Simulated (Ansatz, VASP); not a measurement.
# NaCl: VASP beside Ansatz

```
Na Cl
1.0
     0.00000    2.76002    2.76002
     2.76002    0.00000    2.76002
     2.76002    2.76002    0.00000
Na Cl
1 1
Direct
  0.50000 0.50000 0.50000
  0.00000 0.00000 0.00000
```

Alike in both runs: task single point; functional PBE; k mesh 8 × 8 × 8; occupations gaussian, width 0.02 eV; no spin polarisation.

```csv
,VASP,Ansatz
version,VASP 6.6.1,Ansatz 0.2.0
potentials or method,"VASP PAW PBE potentials, release 64 (Na_pv, Cl), cutoff 520 eV","scalar-relativistic, plane waves, PAW"
valence electrons in the cell,14,16
```

VASP gave:

* gap on the k mesh at the Fermi level (eV): 5.37
* least direct gap on the mesh (eV): 5.37
* pressure (GPa): 2.7

Problem. Which values does Ansatz return?

Solution. gap on the k mesh at the Fermi level (eV): 5.37; least direct gap on the mesh (eV): 5.37; pressure (GPa): 2.8.

VASP's potentials hold 14 valence electrons a cell and Ansatz's 16, so a difference there can come from the potentials and not from the codes.
